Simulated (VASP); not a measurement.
**Si2Mo: single point with PBEsol**

Crystal: Si2Mo.

```
Si Mo
1.0
    -1.51528    1.51528    3.71516
     1.51528   -1.51528    3.71516
     1.51528    1.51528   -3.71516
Si Mo
2 1
Direct
  0.33506 0.33506 0.00000
  0.66494 0.66494 0.00000
  0.00000 0.00000 0.00000
```

This cell differs from its parent crystal: strain -0.050 along x and y, -0.050 along z.

```json
{
  "Program": "VASP 6.6.1",
  "Task": "single point",
  "Functional": "PBEsol",
  "Potentials or basis": "VASP PAW PBE potentials, release 64 (Si, Mo_sv)",
  "Cutoff": "520 eV",
  "k mesh": "20 × 20 × 20",
  "Occupations": "gaussian, width 0.15 eV",
  "Spin": "no spin polarisation"
}
```

| Item | Value |
| --- | --- |
| Pressure | 48.4 GPa |
| Largest force | 0.429 eV/Å |
| Band gap on the k mesh | zero (bands 11 and 12 overlap by 0.99 eV) |

Forces in eV/Å, atoms in the order of the input:
```
Si   0.000  0.000 -0.429
Si   0.000  0.000  0.429
Mo   0.000  0.000  0.000
```

Stress tensor (GPa, compression positive):
```
46.23  0.00  0.00
 0.00 46.23  0.00
 0.00  0.00 52.70
```

Levels at points of the mesh, in eV from the Fermi level:
| k point | band 9 | band 10 | band 11 | band 12 | band 13 | band 14 |
| --- | --- | --- | --- | --- | --- | --- |
| (0.00, 0.00, 0.00) | -3.07 | -3.07 | 0.47 | 2.55 | 4.09 | 4.09 |
| (0.50, 0.00, 0.00) | -3.18 | -3.08 | -0.72 | 2.91 | 3.48 | 4.57 |
| (0.50, 0.50, 0.00) | -5.04 | -3.76 | -1.09 | 2.98 | 3.58 | 3.92 |
| (0.50, 0.50, 0.50) | -0.70 | -0.70 | -0.37 | -0.37 | 0.66 | 5.50 |

It took 4.1 min on 1 thread of AMD EPYC 9R45 96-Core Processor (Zen 5), with other jobs on the host, peak memory 0.44 GiB.

Caveat: the cell differs from its parent crystal (strain -0.050 along x and y, -0.050 along z); the cell stands under pressure; the PAW data sets were made with another functional, which shifts forces and pressure a little.
